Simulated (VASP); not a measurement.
Input of a VASP 6.6.1 run:

Contents of INCAR:

```
SYSTEM = SrO
ALGO = Normal ; EDIFF = 1E-6
ENCUT = 520 ; ISIF = 2
ISMEAR = -1 ; LASPH = .True.
LCHARG = .False. ; LREAL = .False.
LWAVE = .False. ; NBANDS = 15
NELM = 60 ; PREC = Accurate
SIGMA = 0.02
```

The input KPOINTS:

```
k-points
0
Gamma
  8 8 8
  0 0 0
```

Contents of POSCAR:

```
SrO
1.0
   -0.0770940000      2.5312530000      2.5312530000
    2.5312530000     -0.0770940000      2.5312530000
    2.5312530000      2.5312530000     -0.0770940000
Sr O
1 1
Direct
    0.0000000000      0.0000000000      0.0000000000
    0.5000000000      0.5000000000      0.5000000000
```

Potentials or basis: VASP PAW LDA potentials, release 64 (Sr_sv, O).

Run with:

```sh
$ cat potpaw_LDA.64/Sr_sv/POTCAR potpaw_LDA.64/O/POTCAR > POTCAR
$ mpirun -np 1 vasp_std > vasp.out
```

**Question.** Estimate the band gap on the k mesh.

**Answer.** 3.02 eV, indirect (least direct gap 3.13 eV).

**Question.** What does it give for the pressure?

**Answer.** -3.5 GPa.

Stress tensor (GPa, compression positive):
```
-3.52  1.56  1.56
 1.56 -3.52  1.56
 1.56  1.56 -3.52
```

Caveat: the cell differs from its parent crystal (equal xy, yz and zx shear strains of -3 %). A k mesh can miss the band edges.
